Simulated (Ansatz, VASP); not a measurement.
## One calculation of TiAl3, two programs

Contents of POSCAR:

```
TiAl3
1.0
    3.8240007107      0.0000000000      0.0000000000
    0.0000000000      3.8240007107      0.0000000000
    0.0000000000      0.0000000000      8.3925534739
Ti Al
2 6
Direct
    0.0000000000      0.0000000000      0.0000000000
    0.5000000000      0.5000000000      0.5000000000
    0.5000000000      0.5000000000      0.0000000000
    0.0000000000      0.5000000000      0.2500000000
    0.5000000000      0.0000000000      0.2500000000
    0.0000000000      0.0000000000      0.5000000000
    0.5000000000      0.0000000000      0.7500000000
    0.0000000000      0.5000000000      0.7500000000
```

Contents of INCAR.step1:

```
PREC = Accurate
ENCUT = 520
ISMEAR = 0
SIGMA = 0.1
LREAL = False
LASPH = True
NELM = 80
NBANDS = 31
GGA = PE
ALGO = Normal
EDIFF = 1E-4
LWAVE = True
LCHARG = False
```

File INCAR.step2:

```
PREC = Accurate
ENCUT = 520
EDIFF = 1E-6
ISMEAR = 0
SIGMA = 0.1
LREAL = False
LASPH = True
NELM = 80
ALGO = Normal
ISIF = 2
LWAVE = False
LCHARG = False
METAGGA = R2SCAN
LMIXTAU = True
NBANDS = 31
ISTART = 1
```

KPOINTS

```
regular mesh
0
Gamma
  10 10 4
```

Input for Ansatz:

```yaml
crystal:
  lattice:
    - [3.8240007107, 0.0, 0.0]
    - [0.0, 3.8240007107, 0.0]
    - [0.0, 0.0, 8.3925534739]
  atoms:
    - { symbol: Ti, position: [0.0, 0.0, 0.0] }
    - { symbol: Ti, position: [0.5, 0.5, 0.5] }
    - { symbol: Al, position: [0.5, 0.5, 0.0] }
    - { symbol: Al, position: [0.0, 0.5, 0.25] }
    - { symbol: Al, position: [0.5, 0.0, 0.25] }
    - { symbol: Al, position: [0.0, 0.0, 0.5] }
    - { symbol: Al, position: [0.5, 0.0, 0.75] }
    - { symbol: Al, position: [0.0, 0.5, 0.75] }
basis:
  ecutwfc: 500
kpoints:
  mp_grid: { grid: [10, 10, 4] }
hamiltonian:
  xc: r2scan
scf:
  occupations: { method: gaussian, width: 0.1 }
output:
  forces: true
  stress: true
  eigenvalues: true
```

Change from the starting cell: strain along c alone, the other axes held, atoms relaxed: -2.0 %.

Alike in both runs: task single point; functional r2SCAN; k mesh 10 × 10 × 4; occupations gaussian, width 0.1 eV; no spin polarisation.

```csv
,VASP,Ansatz
version,VASP 6.6.1,Ansatz 0.2.0
potentials or method,"VASP PAW PBE potentials, release 64 (Ti_sv, Al), cutoff 520 eV","scalar-relativistic, plane waves, PAW"
valence electrons in the cell,42,42
```

|  | VASP | Ansatz | Ansatz less VASP |
| --- | --- | --- | --- |
| gap on the k mesh at the Fermi level (eV) | none | none | - |
| pressure (GPa) | 2.3 | 2.4 | +0.05 |
| traceless stress, the component that is largest in VASP (GPa) | 2.74 | 2.73 | -0.008 |

VASP's potentials were made for PBE, not for r2SCAN. A gap of «none» marks a metal or a gap that the smearing closes. With one functional, cell and mesh, what is left measures potentials, basis and numerics.
